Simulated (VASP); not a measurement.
# ZnO (P6_3/mmc) in VASP: further runs

ZnO is run at these levels: LDA; tasks: single point.

Everything below comes from runs of VASP 6.6.1. Logs are shortened: lines on timing, memory, paths and dates and some standing lists are left out, and cuts for length are marked.

## 1. The cell of the first run

It takes space group P6_3/mmc (No. 194, hexagonal). Conventional cell: a = 3.189 Å, b = 3.189 Å, c = 6.917 Å, α = 90.00°, β = 90.00°, γ = 120.00°. Within 2.4 Å of Zn (site symmetry -6m2) lie 3 O at 1.84 Å. O (site symmetry -6m2) has 3 Zn at 1.84 Å within 2.4 Å.

## 2. Single point, LDA (strain -0.030 along x and y, -0.030 along z)

File INCAR:

```
SYSTEM = ZnO
ALGO = Normal
EDIFF = 1E-7
ENCUT = 520
GGA = CA
ISIF = 2
ISMEAR = 0
LASPH = .TRUE.
LCHARG = .FALSE.
LREAL = .FALSE.
LWAVE = .FALSE.
NBANDS = 26
NELM = 100
PREC = Accurate
SIGMA = 0.05
```

File KPOINTS:

```
k-points
0
G
  9 9 4
  0 0 0
```

File POSCAR:

```
ZnO
1.0
    3.1893281439      0.0000000000      0.0000000000
   -1.5946640719      2.7620391936      0.0000000000
    0.0000000000      0.0000000000      6.9165281095
Zn O
2 2
Direct
    0.0000000000      0.0000000000      0.7500000000
    0.0000000000      0.0000000000      0.2500000000
    0.3333333333      0.6666666667      0.2500000000
    0.6666666667      0.3333333333      0.7500000000
```

Potentials or basis: VASP PAW LDA potentials, release 64 (Zn, O).

Started as:

```
> cat potpaw_LDA.64/Zn/POTCAR potpaw_LDA.64/O/POTCAR > POTCAR
> mpirun -np 1 vasp_std > vasp.out
```

OUTCAR:

```text
SYSTEM = ZnO
   EDIFF = 1E-7
   ENCUT = 520
   GGA = CA
   ISIF = 2
   ISMEAR = 0
   LASPH = .TRUE.
   LREAL = .FALSE.
   NELM = 100
   PREC = Accurate

 ion  position               nearest neighbor table
   1  0.000  0.000  0.750-   4 1.84   4 1.84   4 1.84
   2  0.000  0.000  0.250-   3 1.84   3 1.84   3 1.84
   3  0.333  0.667  0.250-   2 1.84   2 1.84   2 1.84
   4  0.667  0.333  0.750-   1 1.84   1 1.84   1 1.84

  LATTYP: Found a hexagonal cell.
 ALAT       =     3.1893281439
 C/A-ratio  =     2.1686473757

  Lattice vectors:

 A1 = (   3.1893281439,   0.0000000000,   0.0000000000)
 A2 = (  -1.5946640719,   2.7620391936,   0.0000000000)
 A3 = (   0.0000000000,   0.0000000000,   6.9165281095)

Analysis of symmetry for initial positions (statically):
=====================================================================
 Subroutine PRICEL returns:
 Original cell was already a primitive cell.

 Routine SETGRP: Setting up the symmetry group for a
 hexagonal supercell.

 Subroutine GETGRP returns: Found 24 space group operations
 (whereof 12 operations were pure point group operations)
 out of a pool of 24 trial point group operations.

The static configuration has the point symmetry D_3d.
 The point group associated with its full space group is D_6h.

Analysis of symmetry for dynamics (positions and initial velocities):
=====================================================================
 Subroutine PRICEL returns:
 Original cell was already a primitive cell.

 Routine SETGRP: Setting up the symmetry group for a
 hexagonal supercell.

 Subroutine GETGRP returns: Found 24 space group operations
 (whereof 12 operations were pure point group operations)
 out of a pool of 24 trial point group operations.

The dynamic configuration has the point symmetry D_3d.
 The point group associated with its full space group is D_6h.

 Subroutine INISYM returns: Found 24 space group operations
 (whereof 12 operations are pure point group operations),
 and found     1 'primitive' translations

----------------------------------------------------------------------------------------

                                     Primitive cell

  volume of cell :      60.9280

  direct lattice vectors                    reciprocal lattice vectors
     3.189328144  0.000000000  0.000000000     0.313545661  0.181025672  0.000000000
    -1.594664072  2.762039194  0.000000000     0.000000000  0.362051343  0.000000000
     0.000000000  0.000000000  6.916528109     0.000000000  0.000000000  0.144581210

  length of vectors
     3.189328144  3.189328144  6.916528109     0.362051343  0.362051343  0.144581210

  position of ions in fractional coordinates (direct lattice)
     0.000000000  0.000000000  0.750000000
     0.000000000  0.000000000  0.250000000
     0.333333333  0.666666667  0.250000000
     0.666666667  0.333333333  0.750000000

  ion indices of the primitive-cell ions
   primitive index   ion index
                 1           1
                 2           2
                 3           3
                 4           4

----------------------------------------------------------------------------------------

 KPOINTS: k-points

Automatic generation of k-mesh.
 Grid dimensions read from file:
 generate k-points for:    9    9    4

 Generating k-lattice:

  Cartesian coordinates                     Fractional coordinates (reciprocal lattice)
     0.034838407  0.020113964  0.000000000     0.111111111  0.000000000  0.000000000
     0.000000000  0.040227927  0.000000000     0.000000000  0.111111111  0.000000000
     0.000000000  0.000000000  0.036145302     0.000000000  0.000000000  0.250000000

  Length of vectors
     0.040227927  0.040227927  0.036145302

  Shift w.r.t. Gamma in fractional coordinates (k-lattice)
     0.000000000  0.000000000  0.000000000

 Subroutine IBZKPT returns following result:
 ===========================================

 Found     36 irreducible k-points:

 Following reciprocal coordinates:
            Coordinates               Weight
  0.000000  0.000000  0.000000      1.000000
  0.111111  0.000000  0.000000      6.000000
  0.222222  0.000000  0.000000      6.000000
  0.333333 -0.000000  0.000000      6.000000
  0.444444  0.000000  0.000000      6.000000
  0.111111  0.111111  0.000000      6.000000
[... 16 lines left out ...]
  0.333333  0.222222  0.250000     24.000000
  0.333333  0.333333  0.250000      4.000000
 [... further k-points ...]
   k-points           NKPTS =     36   k-points in BZ     NKDIM =     36   number of bands    NBANDS=     26
   number of dos      NEDOS =    301   number of ions     NIONS =      4
   total plane-waves  NPLWV =  31104
   dimension x,y,z NGX =    24 NGY =   24 NGZ =   54
   dimension x,y,z NGXF=    48 NGYF=   48 NGZF=  108
   ions per type =               2   2
   NGX,Y,Z   is equivalent  to a cutoff of  12.51, 12.51, 12.98 a.u.
   NGXF,Y,Z  is equivalent  to a cutoff of  25.02, 25.02, 25.96 a.u.
 SYSTEM =  ZnO
   PREC   = accura    normal or accurate (medium, high low for compatibility)
   ISTART =      0    job   : 0-new  1-cont  2-samecut
   ICHARG =      2    charge: 1-file 2-atom 10-const
   ISPIN  =      1    spin polarized calculation?
   LNONCOLLINEAR =      F non collinear calculations
   LSORBIT =      F    spin-orbit coupling
   LASPH  =      T    aspherical Exc in radial PAW
   ENCUT  =  520.0 eV  38.22 Ry    6.18 a.u.   5.93  5.93 12.86*2*pi/ulx,y,z
   NELM   =    100;   NELMIN=  2; NELMDL= -5     # of ELM steps
   EDIFF  = 0.1E-06   stopping-criterion for ELM
   LREAL  =      F    real-space projection
   EDIFFG = 0.1E-05   stopping-criterion for IOM
   NSW    =      0    number of steps for IOM
   IBRION =     -1    ionic relax: 0-MD 1-quasi-New 2-CG
   NFREE  =      0    steps in history (QN), initial steepest desc. (CG)
   ISIF   =      2    stress and relaxation
   ISYM   =      2    0-nonsym 1-usesym 2-fastsym
   POTIM  = 0.5000    time-step for ionic-motion
   TEBEG  =    0.0;   TEEND  =   0.0 temperature during run
   PSTRESS=    0.0 pullay stress
   NELECT =      36.0000    total number of electrons
   NUPDOWN=      -1.0000    fix difference up-down
   EMIN   =  10.00;   EMAX   =-10.00  energy-range for DOS
   EFERMI =   0.00;   METHOD = LEGACY
   ISMEAR =     0;   SIGMA  =   0.05  broadening in eV -4-tet -1-fermi 0-gaus
   EFERMI_NEDOS =   21; number of points for ismear=-14 and -15
   IALGO  =     38    algorithm
   IMIX   =      4    mixing-type and parameters
     AMIX     =   0.40;   BMIX     =  1.00
     AMIX_MAG =   1.60;   BMIX_MAG =  1.00
  volume/ion in A,a.u.               =      15.23       102.79
  Fermi-wavevector in a.u.,A,eV,Ry     =   1.373736  2.595985 25.676241  1.887151
  Thomas-Fermi vector in A             =   2.499226
   LORBIT       =      0    0 simple, 1 ext, 2 COOP (PROOUT), +10 PAW based schemes
   GGA     = CA    functional components
   LHFCALC =     F    Hartree Fock is set to
   AEXX    =    0.0000 exact exchange contribution
   IVDW    =     0    specifies the selected vdW correction
   LEPSILON=     F    determine dielectric tensor
   LRPA    =     F    only Hartree local field effects (RPA)
 non-spin polarized calculation
 Gauss-broadening in eV      SIGMA  =   0.05
  energy-cutoff  :      520.00
  volume of cell :       60.93
 maximum number of plane-waves:      1668
 NGX is ok and might be reduce to    24
   NGX = 11   NGY = 11   NGZ = 25

 number of electron      35.9999995 magnetization

 Free energy of the ion-electron system (eV)
  ---------------------------------------------------
  ext. energy  EPLUGINS =         0.00000000
  ---------------------------------------------------
  free energy    TOTEN  =       -19.87968026 eV

  energy without entropy =      -19.87968026  energy(sigma->0) =      -19.87968026

 E-fermi :  -0.1163     XC(G=0):  -9.9449

 val. band max:       -0.4030521090   @ k =   0.0000   0.0000   0.0000
 cond. band min:       0.3536365083   @ k =   0.0000   0.0000   0.0000
 fundamental gap:      0.7566886173
 Fermi energy:        -0.1163088939

 k-point     1 :       0.0000    0.0000    0.0000
  band No.  band energies     occupation
      1     -18.2812      2.00000
      2     -18.1688      2.00000
      3      -7.1431      2.00000
      4      -7.1431      2.00000
      5      -7.1247      2.00000
      6      -7.1247      2.00000
[... 18 lines left out ...]
     25      12.7066      0.00000
     26      13.5787      0.00000

 k-point     2 :       0.1111    0.0000    0.0000
  band No.  band energies     occupation
      1     -18.2102      2.00000
      2     -18.1039      2.00000
      3      -7.1731      2.00000
      4      -7.1589      2.00000
      5      -7.0492      2.00000
      6      -7.0305      2.00000
[... 18 lines left out ...]
     25      12.6121      0.00000
     26      12.9544      0.00000

 k-point     3 :       0.2222    0.0000    0.0000
  band No.  band energies     occupation
      1     -18.0253      2.00000
      2     -17.9368      2.00000
      3      -7.2049      2.00000
      4      -7.1994      2.00000
      5      -6.7861      2.00000
      6      -6.7670      2.00000
[... 18 lines left out ...]
     25      11.9383      0.00000
     26      13.3104      0.00000

 k-point     4 :       0.3333   -0.0000    0.0000
  band No.  band energies     occupation
      1     -17.8044      2.00000
      2     -17.7432      2.00000
      3      -7.1366      2.00000
      4      -7.1323      2.00000
      5      -6.4234      2.00000
      6      -6.4061      2.00000
[... 18 lines left out ...]
     25      11.9046      0.00000
     26      12.9472      0.00000
[... 496 lines left out ...]
      1     -17.7001      2.00000
      2     -17.6666      2.00000
      3      -7.0108      2.00000
      4      -7.0004      2.00000
      5      -6.1826      2.00000
      6      -6.1776      2.00000
[... 18 lines left out ...]
     25      10.4610      0.00000
     26      11.9428      0.00000

 k-point    23 :       0.3333    0.2222    0.2500
  band No.  band energies     occupation
      1     -17.5851      2.00000
      2     -17.5701      2.00000
      3      -6.7773      2.00000
      4      -6.7673      2.00000
      5      -6.1145      2.00000
      6      -6.0212      2.00000
[... 18 lines left out ...]
     25      10.0070      0.00000
     26      10.7682      0.00000

 k-point    24 :       0.3333    0.3333    0.2500
  band No.  band energies     occupation
      1     -17.5420      2.00000
      2     -17.5420      2.00000
      3      -6.6366      2.00000
      4      -6.6218      2.00000
      5      -6.0681      2.00000
      6      -6.0681      2.00000
[... 18 lines left out ...]
     25       9.2792      0.00000
     26      10.2331      0.00000

 [... further k-points ...]
[... 5 lines left out ...]
  --------------------------------------------------------------------------------------
  -------------------------------------------------------------------------------------
  Total        1.1799797      1.1799797     -0.7414712      0.0000000      0.0000000      0.0000000
  in kB       31.0290116     31.0290116    -19.4978940      0.0000000      0.0000000      0.0000000
  external PRESSURE =      14.1867098 kB  Pullay stress =       0.0000000 kB

 VOLUME and BASIS-vectors are now :
 -----------------------------------------------------------------------------
  energy-cutoff  :      520.00
  volume of cell :       60.93
      direct lattice vectors                 reciprocal lattice vectors
     3.189328144  0.000000000  0.000000000     0.313545661  0.181025672  0.000000000
    -1.594664072  2.762039194  0.000000000     0.000000000  0.362051343  0.000000000
     0.000000000  0.000000000  6.916528109     0.000000000  0.000000000  0.144581210

 POSITION                                       TOTAL-FORCE (eV/Angst)
 -----------------------------------------------------------------------------------
      0.00000      0.00000      5.18740        -0.000000     -0.000000      0.000000
      0.00000      0.00000      1.72913        -0.000000      0.000000      0.000000
     -0.00000      1.84136      1.72913        -0.000000      0.000000      0.000000
      1.59466      0.92068      5.18740         0.000000      0.000000     -0.000000
 -----------------------------------------------------------------------------------
    total drift:                               -0.000000      0.000000      0.000000

  FREE ENERGIE OF THE ION-ELECTRON SYSTEM (eV)
  ---------------------------------------------------
  free  energy   TOTEN  =       -19.8796802603 eV

  energy  without entropy=      -19.8796802603  energy(sigma->0) =      -19.87968026
```

Run time: 53 s. Hardware: 1 thread of Intel Xeon 8259CL, shared host; peak memory 0.18 GiB.

What came out:

| Quantity | Value |
| --- | --- |
| Free energy | -19.8797 eV |
| Pressure | 1.4 GPa |
| Band gap on the k mesh | 0.76 eV |

Caveat: the cell differs from its parent crystal (strain -0.030 along x and y, -0.030 along z); an odd mesh through Γ misses points on the zone boundary, where band edges can lie.

## 3. Single point, LDA (strain -0.030 along x and y, -0.015 along z)

File INCAR:

```
PREC = Accurate
ENCUT = 520
EDIFF = 1E-6
ISMEAR = 0
SIGMA = 0.05
LREAL = False
LASPH = True
NELM = 100
ALGO = Normal
ISIF = 2
LWAVE = False
LCHARG = False
NBANDS = 26
```

File KPOINTS:

```
Automatic mesh
0
Gamma
  9 9 4
```

POSCAR, as its differences from that of step 2:

```diff
@@ -4,3 +4,3 @@
    -1.5946640719      2.7620391936      0.0000000000
-    0.0000000000      0.0000000000      6.9165281095
+    0.0000000000      0.0000000000      7.0234847298
 Zn O
```

Potentials or basis: VASP PAW LDA potentials, release 64 (Zn, O).

Started as:

```
> cat potpaw_LDA.64/Zn/POTCAR potpaw_LDA.64/O/POTCAR > POTCAR
> mpirun -np 1 vasp_std > vasp.out
```

Wall time 45 s (1 thread of Intel Xeon 8259CL, shared host); peak memory 0.18 GiB.

It converged, with:

* Free energy: -19.8691 eV
* Pressure: 1.4 GPa
* Band gap on the k mesh: 0.77 eV

Stress tensor (GPa, compression positive):
```
 3.04  0.00  0.00
 0.00  3.04  0.00
 0.00  0.00 -1.90
```

Levels at points of the mesh, in eV from the valence-band top:
```
           k point  band 14  band 15  band 16  band 17  band 18  band 19  band 20  band 21  band 22  band 23
(0.00, 0.00, 0.00)    -2.27    -0.01    -0.01     0.00     0.00     0.77     3.57     4.95    10.97    10.99
(0.00, 0.00, 0.50)    -3.13    -0.01    -0.01    -0.01    -0.01     1.94     1.94     7.20     7.20    13.49
```

Caveat: the cell differs from its parent crystal (strain -0.030 along x and y, -0.015 along z); an odd mesh through Γ misses points on the zone boundary, where band edges can lie.
